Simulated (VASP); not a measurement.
# PbS (Fm-3m) in VASP: single point with HSE06

Aim: the single point of PbS with HSE06.

Program: VASP 6.6.1. These are calculated values, not measurements. Logs are shortened: lines on timing, memory, paths and dates and some standing lists are left out, and cuts for length are marked.

## Step 1: The cell of the first run

It takes space group Fm-3m (No. 225, cubic). Conventional cell: a = 6.191 Å, b = 6.191 Å, c = 6.191 Å, α = 90.00°, β = 90.00°, γ = 90.00°. Pb (site symmetry m-3m) has 6 S at 3.10 Å within 4.1 Å. S (site symmetry m-3m) has 6 Pb at 3.10 Å within 4.1 Å.

## Step 2: Single point, HSE06 (strain +3.6%)

Input file POSCAR:

```
PbS
1.0
    0.0000000000      3.0953705145      3.0953705145
    3.0953705145      0.0000000000      3.0953705145
    3.0953705145      3.0953705145      0.0000000000
Pb S
1 1
Direct
    0.0000000000      0.0000000000      0.0000000000
    0.5000000000      0.5000000000      0.5000000000
```

Input file INCAR.step1:

```
PREC = Accurate
ENCUT = 520
EDIFF = 1E-5
ISMEAR = 0
SIGMA = 0.01
LREAL = False
LASPH = True
NELM = 100
ALGO = Normal
ISIF = 2
LWAVE = True
LCHARG = False
NBANDS = 17
GGA = PE
```

Input file INCAR.step2:

```
PREC = Accurate
ENCUT = 520
EDIFF = 1E-7
ISMEAR = 0
SIGMA = 0.01
LREAL = False
LASPH = True
NELM = 100
ALGO = Normal
ISIF = 2
LWAVE = False
LCHARG = False
GGA = PE
LHFCALC = True
HFSCREEN = 0.2079
PRECFOCK = Normal
NBANDS = 17
ISTART = 1
```

Input file KPOINTS:

```
regular mesh
0
Gamma
  6 6 6
```

Potentials or basis: VASP PAW PBE potentials, release 64 (Pb_d, S).

Command:

```console
cat potpaw_PBE.64/Pb_d/POTCAR potpaw_PBE.64/S/POTCAR > POTCAR
cp INCAR.step1 INCAR
mpirun -np 1 vasp_std > vasp.out
cp INCAR.step2 INCAR
mpirun -np 1 vasp_std > vasp.out
```

OUTCAR:

```text
PREC = Accurate
   ENCUT = 520
   EDIFF = 1E-7
   ISMEAR = 0
   LREAL = False
   LASPH = True
   NELM = 100
   ISIF = 2
   GGA = PE
   LHFCALC = True
   HFSCREEN = 0.2079
   PRECFOCK = Normal
   ISTART = 1

 ion  position               nearest neighbor table
   1  0.000  0.000  0.000-   2 3.10   2 3.10   2 3.10   2 3.10   2 3.10   2 3.10
   2  0.500  0.500  0.500-   1 3.10   1 3.10   1 3.10   1 3.10   1 3.10   1 3.10

  LATTYP: Found a face centered cubic cell.
 ALAT       =     6.1907410290

  Lattice vectors:

 A1 = (   0.0000000000,   3.0953705145,   3.0953705145)
 A2 = (   3.0953705145,   0.0000000000,   3.0953705145)
 A3 = (   3.0953705145,   3.0953705145,   0.0000000000)

Analysis of symmetry for initial positions (statically):
=====================================================================
 Subroutine PRICEL returns:
 Original cell was already a primitive cell.

 Routine SETGRP: Setting up the symmetry group for a
 face centered cubic supercell.

 Subroutine GETGRP returns: Found 48 space group operations
 (whereof 48 operations were pure point group operations)
 out of a pool of 48 trial point group operations.

The static configuration has the point symmetry O_h .

Analysis of symmetry for dynamics (positions and initial velocities):
=====================================================================
 Subroutine PRICEL returns:
 Original cell was already a primitive cell.

 Routine SETGRP: Setting up the symmetry group for a
 face centered cubic supercell.

 Subroutine GETGRP returns: Found 48 space group operations
 (whereof 48 operations were pure point group operations)
 out of a pool of 48 trial point group operations.

The dynamic configuration has the point symmetry O_h .

 Subroutine INISYM returns: Found 48 space group operations
 (whereof 48 operations are pure point group operations),
 and found     1 'primitive' translations

----------------------------------------------------------------------------------------

                                     Primitive cell

  volume of cell :      59.3155

  direct lattice vectors                    reciprocal lattice vectors
     0.000000000  3.095370514  3.095370514    -0.161531551  0.161531551  0.161531551
[... 80 lines left out ...]
   NSW    =      0    number of steps for IOM
   IBRION =     -1    ionic relax: 0-MD 1-quasi-New 2-CG
   NFREE  =      0    steps in history (QN), initial steepest desc. (CG)
   ISIF   =      2    stress and relaxation
   ISYM   =      3    0-nonsym 1-usesym 2-fastsym
   POTIM  = 0.5000    time-step for ionic-motion
   TEBEG  =    0.0;   TEEND  =   0.0 temperature during run
   PSTRESS=    0.0 pullay stress
   NELECT =      20.0000    total number of electrons
   NUPDOWN=      -1.0000    fix difference up-down
   EMIN   =  10.00;   EMAX   =-10.00  energy-range for DOS
   EFERMI =   0.00;   METHOD = LEGACY
   ISMEAR =     0;   SIGMA  =   0.01  broadening in eV -4-tet -1-fermi 0-gaus
   EFERMI_NEDOS =   21; number of points for ismear=-14 and -15
   IALGO  =     38    algorithm
   IMIX   =      1    mixing-type and parameters
     AMIX     =   0.40;   BMIX     =  1.00
     AMIX_MAG =   1.60;   BMIX_MAG =  1.00
  volume/ion in A,a.u.               =      29.66       200.14
  Fermi-wavevector in a.u.,A,eV,Ry     =   1.139451  2.153250 17.665094  1.298348
  Thomas-Fermi vector in A             =   2.276154
   LORBIT       =      0    0 simple, 1 ext, 2 COOP (PROOUT), +10 PAW based schemes
   GGA     = PE    functional components
   LHFCALC =     T    Hartree Fock is set to
   PRECFOCK=normal    Normal, Fast or Accurate (Low or Medium for compatibility)
   ENCUT4O =  -1.0   cutoff for four orbital integrals eV
   NKREDX  =     1    reduce k-point grid by
   NKREDY  =     1    reduce k-point grid by
   NKREDZ  =     1    reduce k-point grid by
   AEXX    =    0.2500 exact exchange contribution
   HFSCREEN=    0.2079 screening length (either q_TF or 0.3 A-1)
   HFSCREENC=   0.2079 screening length for correlation (either q_TF or 0.3 A-1)
   ENCUTFOCK=  -1.0 apply spherical cutoff to Coloumb kernel
   IVDW    =     0    specifies the selected vdW correction
   LEPSILON=     F    determine dielectric tensor
   LRPA    =     F    only Hartree local field effects (RPA)
 non-spin polarized calculation
 Gauss-broadening in eV      SIGMA  =   0.01
  energy-cutoff  :      520.00
  volume of cell :       59.32
 maximum number of plane-waves:      1639
 NGX is ok and might be reduce to    36
  NGX = 28; NGY = 28; NGZ = 28

 number of electron      20.0000002 magnetization

 Free energy of the ion-electron system (eV)
  ---------------------------------------------------
  ext. energy  EPLUGINS =         0.00000000
  ---------------------------------------------------
  free energy    TOTEN  =       -10.30205792 eV

  energy without entropy =      -10.30205792  energy(sigma->0) =      -10.30205792

 E-fermi :   3.8714     XC(G=0):  -7.5802

 val. band max:        3.8058304388   @ k =   0.5000   0.0000   0.0000
 cond. band min:       5.0548732051   @ k =   0.5000   0.0000   0.0000
 fundamental gap:      1.2490427663
 Fermi energy:         3.8713809181

 k-point     1 :       0.0000    0.0000    0.0000
  band No.  band energies     occupation
      1     -14.5067      2.00000
      2     -14.5067      2.00000
      3     -14.5067      2.00000
      4     -14.4966      2.00000
      5     -14.4966      2.00000
      6     -10.0550      2.00000
[... 297 lines left out ...]
      4     -14.4836      2.00000
      5     -14.4706      2.00000
      6      -8.7274      2.00000
[... 9 lines left out ...]
     16      16.3725      0.00000
     17      17.3495      0.00000

------------------------ aborting loop because EDIFF is reached ----------------------------------------

  FORCE on cell =-STRESS in cart. coord.  units (eV):
  Direction    XX          YY          ZZ          XY          YZ          ZX
  --------------------------------------------------------------------------------------
  -------------------------------------------------------------------------------------
  Total       -1.8668069     -1.8668069     -1.8668069     -0.0000000     -0.0000000      0.0000000
  in kB      -50.4245524    -50.4245524    -50.4245524     -0.0000000     -0.0000000      0.0000000
  external PRESSURE =     -50.4245524 kB  Pullay stress =       0.0000000 kB

 VOLUME and BASIS-vectors are now :
 -----------------------------------------------------------------------------
  energy-cutoff  :      520.00
  volume of cell :       59.32
      direct lattice vectors                 reciprocal lattice vectors
     0.000000000  3.095370514  3.095370514    -0.161531551  0.161531551  0.161531551
     3.095370514  0.000000000  3.095370514     0.161531551 -0.161531551  0.161531551
     3.095370514  3.095370514  0.000000000     0.161531551  0.161531551 -0.161531551

 POSITION                                       TOTAL-FORCE (eV/Angst)
 -----------------------------------------------------------------------------------
      0.00000      0.00000      0.00000        -0.000000      0.000000     -0.000000
      3.09537      3.09537      3.09537         0.000000     -0.000000      0.000000
 -----------------------------------------------------------------------------------
    total drift:                               -0.000000     -0.000000     -0.000000

  FREE ENERGIE OF THE ION-ELECTRON SYSTEM (eV)
  ---------------------------------------------------
  free  energy   TOTEN  =       -10.3020579168 eV

  energy  without entropy=      -10.3020579168  energy(sigma->0) =      -10.30205792
```

It took 1.6 h on 1 thread of Oxide Virtual Turin-like, shared host; peak memory 0.3 GiB.

What came out:

| Item | Value |
| --- | --- |
| Free energy | -10.3021 eV |
| Pressure | -5.0 GPa |
| Band gap on the k mesh | 1.25 eV |

Levels at points of the mesh, in eV from the valence-band top:
| k point | band 7 | band 8 | band 9 | band 10 | band 11 | band 12 | band 13 | band 14 |
| --- | --- | --- | --- | --- | --- | --- | --- | --- |
| (0.00, 0.00, 0.00) | -6.51 | -1.76 | -1.76 | -1.76 | 5.78 | 5.78 | 5.78 | 7.85 |
| (0.50, 0.00, 0.00) | -8.79 | -1.44 | -1.44 | 0.00 | 1.25 | 2.87 | 2.87 | 9.41 |
| (0.50, 0.50, 0.00) | -7.41 | -4.59 | -2.94 | -2.94 | 5.04 | 6.15 | 6.20 | 6.20 |

Caveat: the cell differs from its parent crystal (strain +3.6%); the cell stands under tension; the PAW data sets were made with another functional, which shifts forces and pressure a little; spin-orbit coupling is left out, which moves the levels of the heavy elements.
